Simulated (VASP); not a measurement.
Mg5CdTe6:

```
Mg Cd Te
1.0
     4.20917    0.00000    0.00000
     0.00000    4.20917    0.00000
     0.00000    0.00000   17.85799
Mg Cd Te
5 1 6
Cartesian
  0.0000 0.0000 14.8817
  2.1046 2.1046 11.9053
  0.0000 0.0000 8.9290
  2.1046 2.1046 5.9527
  0.0000 0.0000 2.9763
  2.1046 2.1046 0.0000
  2.1046 0.0000 10.4172
  0.0000 2.1046 7.4408
  2.1046 0.0000 4.4645
  0.0000 2.1046 1.4882
  2.1046 0.0000 16.3698
  0.0000 2.1046 13.3935
```

```yaml
Program: VASP 6.6.1
Task: relaxation of cell and atoms
Functional: PBE
Potentials_or_basis: VASP PAW PBE potentials, release 64 (Mg, Cd, Te)
Cutoff: 600 eV
k_mesh: 4 × 4 × 1
Occupations: gaussian, width 0.1 eV
Spin: no spin polarisation
```

At the start: pressure 17.4 GPa; volume 26.37 Å³/atom.

**Question.** Where does the relaxation end?

**Answer.** Over 9 steps the energy falls by 361.7 meV/atom and the volume is 34.78 Å³/atom (+31.9 %); space group P-4m2 (No. 115, to 0.1 Å) before and after.

Step by step:
| step | energy change (eV) | largest force (eV/Å) | pressure (GPa) | volume (Å³) |
| --- | --- | --- | --- | --- |
| 1 | 0.0000 | 0.9658 | 17.39 | 316.39 |
| 2 | -3.8336 | 0.1016 | -3.00 | 466.40 |
| 3 | -4.3342 | 0.0866 | 0.18 | 415.66 |
| 4 | -4.3354 | 0.0877 | -0.03 | 418.17 |
| 5 | -4.3366 | 0.0702 | -0.03 | 418.13 |
| 6 | -4.3389 | 0.0445 | -0.03 | 417.99 |
| 7 | -4.3382 | 0.1020 | -0.01 | 417.70 |
| 8 | -4.3395 | 0.0679 | -0.02 | 417.87 |
| 9 | -4.3403 | 0.0356 | 0.02 | 417.31 |

Final structure:
```cif
data_structure
_symmetry_space_group_name_H-M 'P 1'
_symmetry_Int_Tables_number 1
_cell_length_a 4.6363
_cell_length_b 4.6363
_cell_length_c 19.4140
_cell_angle_alpha 90.000
_cell_angle_beta 90.000
_cell_angle_gamma 90.000
_cell_volume 417.31
loop_
_atom_site_label
_atom_site_type_symbol
_atom_site_fract_x
_atom_site_fract_y
_atom_site_fract_z
_atom_site_occupancy
Mg1 Mg 0.00000 0.00000 0.83198 1
Mg2 Mg 0.50000 0.50000 0.66664 1
Mg3 Mg 0.00000 0.00000 0.50000 1
Mg4 Mg 0.50000 0.50000 0.33336 1
Mg5 Mg 0.00000 0.00000 0.16802 1
Cd1 Cd 0.50000 0.50000 0.00000 1
Te1 Te 0.50000 0.00000 0.58333 1
Te2 Te 0.00000 0.50000 0.41667 1
Te3 Te 0.50000 0.00000 0.25039 1
Te4 Te 0.00000 0.50000 0.08623 1
Te5 Te 0.50000 0.00000 0.91377 1
Te6 Te 0.00000 0.50000 0.74961 1
```

Caveat: the volume moved by over 15 % at a fixed basis, so the end points are rough.
